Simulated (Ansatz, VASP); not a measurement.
# PbS: VASP beside Ansatz

Contents of INCAR:

```
SYSTEM = PbS
PREC = Accurate
ENCUT = 520
EDIFF = 1E-8
ISMEAR = -1
SIGMA = 0.01
LREAL = .FALSE.
LASPH = .TRUE.
NELM = 60
ALGO = Normal
ISIF = 2
LWAVE = .FALSE.
LCHARG = .FALSE.
GGA = PE
LEFG = .TRUE.
NBANDS = 28
```

Contents of KPOINTS:

```
regular mesh
0
G
  7 7 3
  0 0 0
```

Contents of POSCAR:

```
PbS
1.0
    2.9695000000     -2.9294050000     -0.0004050000
    2.9115000000      2.8705950000     -0.0584050000
   -1.1971429000     -0.1062924000     11.7200905000
Pb S
2 2
Direct
    0.7756000000      0.7756000000      0.6363800000
    0.2244000000      0.2244000000      0.3636200000
    0.2684000000      0.2684000000      0.5986000000
    0.7316000000      0.7316000000      0.4014000000
```

Input for Ansatz:

```yaml
crystal:
  lattice:
    - [2.9695, -2.929405, -0.000405]
    - [2.9115, 2.870595, -0.058405]
    - [-1.1971429, -0.1062924, 11.7200905]
  atoms:
    - { symbol: Pb, position: [0.7756, 0.7756, 0.63638] }
    - { symbol: Pb, position: [0.2244, 0.2244, 0.36362] }
    - { symbol: S, position: [0.2684, 0.2684, 0.5986] }
    - { symbol: S, position: [0.7316, 0.7316, 0.4014] }
kpoints:
  mp_grid: { grid: [7, 7, 3] }
scf:
  occupations: { method: fermi_dirac, width: 0.01 }
hamiltonian:
  xc: pbe
  pseudopotentials: { kind: all_electron, datasets: crystal }
output:
  forces: true
  stress: true
  eigenvalues: true
  efg: { contact_densities: true }
```

Change from the starting cell: equal xy, yz and zx shear strains of -2 %, crystal datasets.

Alike in both runs: task electric field gradients; functional PBE; k mesh 7 × 7 × 3; occupations fermi-dirac, width 0.01 eV; no spin polarisation.

|  | VASP | Ansatz |
| --- | --- | --- |
| version | VASP 6.6.1 | Ansatz 0.2.0 |
| potentials or method | VASP PAW PBE potentials, release 64 (Pb_d, S), cutoff 520 eV | all-electron PAW with datasets made for the slab, scalar-relativistic |

Ansatz gave:

- gap on the k mesh at the Fermi level (eV): 1.27
- rms of the force components (eV/Å): 0.170
- size of Vzz on the site where it differs most (V/Å²): 126.0

**Question.** Estimate VASP's values.

**Answer.** gap on the k mesh at the Fermi level (eV): 1.26; rms of the force components (eV/Å): 0.172; size of Vzz on the site where it differs most (V/Å²): 133.5.

Atom by atom the forces differ by 0.002 eV/Å (rms over components). Ansatz ran all-electron here, and VASP with PAW potentials.

Spin-orbit coupling is off throughout.
